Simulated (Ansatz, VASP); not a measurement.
## C: VASP beside Ansatz

File INCAR:

```
  ALGO = Normal
  EDIFF = 1E-7
  EDIFFG = -0.04
  ENCUT = 600
  GGA = PE
  IBRION = 2
  ISIF = 3
  ISMEAR = 0
  LASPH = T
  LCHARG = F
  LREAL = F
  LWAVE = F
  NELM = 100
  NSW = 90
  PREC = Accurate
  SIGMA = 0.1
```

The input KPOINTS:

```
k-points
0
Gamma
  6 6 6
```

The input POSCAR:

```
C
1.0
   -2.2469683600      2.2469683600      2.2469683600
    2.2469683600     -2.2469683600      2.2469683600
    2.2469683600      2.2469683600     -2.2469683600
C
8
Direct
    0.5000000000      0.0000000000      0.4513301000
    0.4513301000      0.5000000000      0.0000000000
    0.0000000000      0.9513301000      0.5000000000
    0.9513301000      0.5000000000      0.0000000000
    0.0000000000      0.4513301000      0.5000000000
    0.5000000000      0.0000000000      0.9513301000
    0.5486699000      0.5486699000      0.5486699000
    0.0486699000      0.0486699000      0.0486699000
```

Input for Ansatz:

```yaml
crystal:
  lattice:
    - [-2.24696836, 2.24696836, 2.24696836]
    - [2.24696836, -2.24696836, 2.24696836]
    - [2.24696836, 2.24696836, -2.24696836]
  atoms:
    - { symbol: C, position: [0.5, 0.0, 0.4513301] }
    - { symbol: C, position: [0.4513301, 0.5, 0.0] }
    - { symbol: C, position: [0.0, 0.9513301, 0.5] }
    - { symbol: C, position: [0.9513301, 0.5, 0.0] }
    - { symbol: C, position: [0.0, 0.4513301, 0.5] }
    - { symbol: C, position: [0.5, 0.0, 0.9513301] }
    - { symbol: C, position: [0.5486699, 0.5486699, 0.5486699] }
    - { symbol: C, position: [0.0486699, 0.0486699, 0.0486699] }
basis:
  ecutwfc: 420
kpoints:
  mp_grid: { grid: [6, 6, 6] }
hamiltonian:
  xc: pbe
scf:
  occupations: { method: gaussian, width: 0.1 }
  lower_state_search: "off"
output:
  forces: true
  stress: true
  eigenvalues: true
relax:
  adjacent_minimum: "off"
  f_tol: 0.04
  max_steps: 70
  cell: { stress_tol: 0.4 }
```

Alike in both runs: task relaxation of cell and atoms; functional PBE; k mesh 6 × 6 × 6; occupations gaussian, width 0.1 eV; no spin polarisation.

|  | VASP | Ansatz |
| --- | --- | --- |
| version | VASP 6.6.1 | Ansatz 0.2.0 |
| potentials or method | VASP PAW PBE potentials, release 64 (C), cutoff 600 eV | scalar-relativistic, plane waves, PAW |
| valence electrons in the cell | 32 | 32 |

```tsv
	VASP	Ansatz	Ansatz less VASP
gap on the k mesh at the Fermi level, each at its own relaxed structure (eV)	none	none	-
relaxed volume (Å³/atom)	6.79	5.43	-1.368
relaxed cell length with the largest relative difference (Å)	4.133	3.835	-0.2984
```

A gap of «none» marks a metal or a gap that the smearing closes.

Noted on VASP's run: the volume moved by over 15 % at a fixed basis, so the end points are rough.
